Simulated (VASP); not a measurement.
# MoS2 (P-3m1) in VASP: a series of runs, part 2 of 2

VASP 6.6.1.

## Step 3: Relaxation of cell and atoms, r2SCAN, target pressure 4 GPa, at which the enthalpy is minimised

File POSCAR:

```
MoS2
1.0
    3.2274645600      0.0000000000      0.0000000000
   -1.6137322800      2.7950663000      0.0000000000
    0.0000000000      0.0000000000      6.3124734200
Mo S
1 2
Direct
    0.0000000000      0.0000000000      0.5000000000
    0.3333333300      0.6666666700      0.2553193200
    0.6666666700      0.3333333300      0.7446806800
```

File INCAR.step1:

```
PREC = Accurate
ENCUT = 550
ISMEAR = -1
SIGMA = 0.1
LREAL = F
LASPH = T
NELM = 120
GGA = PE
ALGO = Normal
EDIFF = 1E-5
LWAVE = T
LCHARG = F
GGA_COMPAT = F
IBRION = 2
ISIF = 3
EDIFFG = -0.005
NELMIN = 4
NSW = 100
```

File INCAR.step2:

```
PREC = Accurate
ENCUT = 550
EDIFF = 1E-7
ISMEAR = -1
SIGMA = 0.1
LREAL = F
LASPH = T
NELM = 120
ALGO = Normal
ISIF = 3
LWAVE = F
LCHARG = F
METAGGA = R2SCAN
LMIXTAU = T
IBRION = 2
NSW = 80
EDIFFG = -0.01
PSTRESS = 40.0
ISTART = 1
GGA_COMPAT = F
NELMIN = 4
```

File KPOINTS:

```
regular mesh
0
Gamma
  10 10 5
```

Potentials or basis: VASP PAW PBE potentials, release 64 (Mo_sv, S).

Launch:

```console
> cat potpaw_PBE.64/Mo_sv/POTCAR potpaw_PBE.64/S/POTCAR > POTCAR
> cp INCAR.step1 INCAR
> mpirun -np 1 vasp_std > vasp.out
> cp INCAR.step2 INCAR
> mpirun -np 1 vasp_std > vasp.out
```

OUTCAR:

```text
PREC = Accurate
   ENCUT = 550
   EDIFF = 1E-7
   ISMEAR = -1
   LREAL = F
   LASPH = T
   NELM = 120
   ISIF = 3
   METAGGA = R2SCAN
   IBRION = 2
   NSW = 80
   EDIFFG = -0.01
   PSTRESS = 40.0
   ISTART = 1
   NELMIN = 4

 ion  position               nearest neighbor table
   1  0.000  0.000  0.500-   2 2.42   3 2.42   3 2.42   2 2.42   3 2.42   2 2.42
   2  0.333  0.667  0.255-   1 2.42   1 2.42   1 2.42
   3  0.667  0.333  0.745-   1 2.42   1 2.42   1 2.42

  LATTYP: Found a hexagonal cell.
 ALAT       =     3.2274645600
 C/A-ratio  =     1.9558614208

  Lattice vectors:

 A1 = (   3.2274645600,   0.0000000000,   0.0000000000)
 A2 = (  -1.6137322800,   2.7950663000,   0.0000000000)
 A3 = (   0.0000000000,   0.0000000000,   6.3124734200)

Analysis of symmetry for initial positions (statically):
=====================================================================
 Subroutine PRICEL returns:
 Original cell was already a primitive cell.

 Routine SETGRP: Setting up the symmetry group for a
 hexagonal supercell.

[... 176 lines left out ...]
  -------------------------------------------------------------------------------------
  Total        0.0078390      0.0078390      0.1657769      0.0000000      0.0000000      0.0000000
  in kB        0.2205549      0.2205549      4.6642450      0.0000000      0.0000000      0.0000000
  external PRESSURE =     -38.2982150 kB  Pullay stress =      40.0000000 kB
[... 100 lines left out ...]
  energy  without entropy=      -44.1198799311  energy(sigma->0) =      -44.13822025

  enthalpy is  TOTEN    =       -42.7745488096 eV   P V=        1.3820117582

[... ionic steps 4 to 10 ...]

--------------------------------------- Ionic step       11  -------------------------------------------

 number of electron      25.9999999 magnetization

------------------------ aborting loop because EDIFF is reached ----------------------------------------
[... 73 lines left out ...]
--------------------------------------- Ionic step       13  -------------------------------------------

 number of electron      25.9999999 magnetization

 Free energy of the ion-electron system (eV)
  ---------------------------------------------------
  ext. energy  EPLUGINS =         0.00000000
  ---------------------------------------------------
  free energy    TOTEN  =       -44.12379132 eV

  energy without entropy =      -44.08168557  energy(sigma->0) =      -44.10273845

 E-fermi :   8.2263     XC(G=0): -11.8303

 val. band max:        8.2069153500   @ k =   0.4000   0.2000   0.0000
 cond. band min:       8.2742769955   @ k =   0.0000   0.1000   0.4000
 fundamental gap:      0.0673616456
 Fermi energy:         8.2262880391

 k-point     1 :       0.0000    0.0000    0.0000
  band No.  band energies     occupation
      1     -55.5599      2.00000
      2     -28.8957      2.00000
      3     -28.8187      2.00000
      4     -28.8187      2.00000
      5      -7.7149      2.00000
      6      -5.7609      2.00000
[... 457 lines left out ...]
      4     -28.8156      2.00000
      5      -5.8772      2.00000
      6      -5.1042      2.00000
[... 9 lines left out ...]
     16      11.9487      0.00000
     17      12.3609      0.00000

 [... further k-points ...]
[... 5 lines left out ...]
  --------------------------------------------------------------------------------------
  -------------------------------------------------------------------------------------
  Total        1.2821460      1.2821460      1.2790944      0.0000000      0.0000000     -0.0000000
  in kB       40.0368419     40.0368419     39.9415509      0.0000000      0.0000000     -0.0000000
  external PRESSURE =       0.0050782 kB  Pullay stress =      40.0000000 kB
[... 22 lines left out ...]
  energy  without entropy=      -44.0816855696  energy(sigma->0) =      -44.10273845

  enthalpy is  TOTEN    =       -42.8428251213 eV   P V=        1.2809661992

 reached required accuracy - stopping structural energy minimisation
```

OUTCAR.step1:

```text
PREC = Accurate
   ENCUT = 550
   ISMEAR = -1
   LREAL = F
   LASPH = T
   NELM = 120
   GGA = PE
   EDIFF = 1E-5
   IBRION = 2
   ISIF = 3
   EDIFFG = -0.005
[... 884 lines left out ...]
 cond. band min:       6.0521371648   @ k =   0.1000   0.0000   0.0000
 fundamental gap:      0.0479055617
 Fermi energy:         6.0078172491

 k-point     1 :       0.0000    0.0000    0.0000
  band No.  band energies     occupation
      1     -55.7675      2.00000
      2     -29.8085      2.00000
      3     -29.7430      2.00000
      4     -29.7430      2.00000
      5      -8.7670      2.00000
      6      -7.5666      2.00000
[... 501 lines left out ...]
  FREE ENERGIE OF THE ION-ELECTRON SYSTEM (eV)
  ---------------------------------------------------
  free  energy   TOTEN  =       -21.0480017933 eV

  energy  without entropy=      -21.0103105625  energy(sigma->0) =      -21.02915618

 reached required accuracy - stopping structural energy minimisation
```

Wall time 81 min (1 thread of Intel Xeon 8259CL, shared host); peak memory 0.25 GiB.

Results:

| Property | Result |
| --- | --- |
| Free energy | -44.1238 eV |
| Relaxed volume | 17.10 Å³/atom |
| Relaxed cell | a = 3.199 Å, b = 3.199 Å, c = 5.788 Å, α = 90.00°, β = 90.00°, γ = 120.00° |
| Space group after relaxing (to 0.1 Å) | P-3m1 (No. 164) |
| Energy change on relaxing (the run minimises the enthalpy) | +17.5 meV/atom |
| Ionic steps | 13 |
| Pressure after relaxing | 4.0 GPa |
| Band gap on the k mesh | zero (bands 13 and 14 overlap by 1.09 eV) |

Step by step:
| step | energy change (eV) | largest force (eV/Å) | pressure (GPa) | volume (Å³) |
| --- | --- | --- | --- | --- |
| 1 | 0.0000 | 0.0721 | 0.17 | 56.94 |
| 2 | 0.1080 | 1.1642 | 10.28 | 53.29 |
| 3 | 0.0199 | 0.5150 | 4.15 | 55.36 |
| 4 | 0.0209 | 0.3302 | 4.06 | 54.56 |
| 5 | 0.0400 | 0.0543 | 4.02 | 53.41 |
| 6 | 0.0392 | 0.0328 | 4.01 | 52.89 |
| 7 | 0.0526 | 0.0213 | 4.33 | 51.45 |
| 8 | 0.0668 | 0.0531 | 4.57 | 50.81 |
| 9 | 0.0635 | 0.0457 | 4.52 | 50.93 |
| 10 | 0.0428 | 0.1383 | 2.47 | 51.80 |
| 11 | 0.0534 | 0.0852 | 3.63 | 51.30 |
| 12 | 0.0535 | 0.1397 | 4.59 | 51.32 |
| 13 | 0.0526 | 0.0013 | 4.00 | 51.31 |

Final structure:
```cif
data_structure
_symmetry_space_group_name_H-M 'P 1'
_symmetry_Int_Tables_number 1
_cell_length_a 3.1994
_cell_length_b 3.1994
_cell_length_c 5.7880
_cell_angle_alpha 90.000
_cell_angle_beta 90.000
_cell_angle_gamma 120.000
_cell_volume 51.31
loop_
_atom_site_label
_atom_site_type_symbol
_atom_site_fract_x
_atom_site_fract_y
_atom_site_fract_z
_atom_site_occupancy
Mo1 Mo 0.00000 0.00000 0.50000 1
S1 S 0.33333 0.66667 0.23291 1
S2 S 0.66667 0.33333 0.76709 1
```

Levels at points of the mesh, in eV from the Fermi level:
| k point | band 11 | band 12 | band 13 | band 14 | band 15 | band 16 |
| --- | --- | --- | --- | --- | --- | --- |
| (0.00, 0.00, 0.00) | -1.28 | -1.01 | -1.01 | -0.36 | -0.36 | 3.17 |
| (0.50, 0.00, 0.00) | -3.84 | -2.14 | -1.74 | 1.07 | 1.87 | 3.91 |

Caveat: the cell is relaxed towards a set pressure, so the run minimises the enthalpy, not the energy; the PAW data sets were made with another functional, which shifts forces and pressure a little.
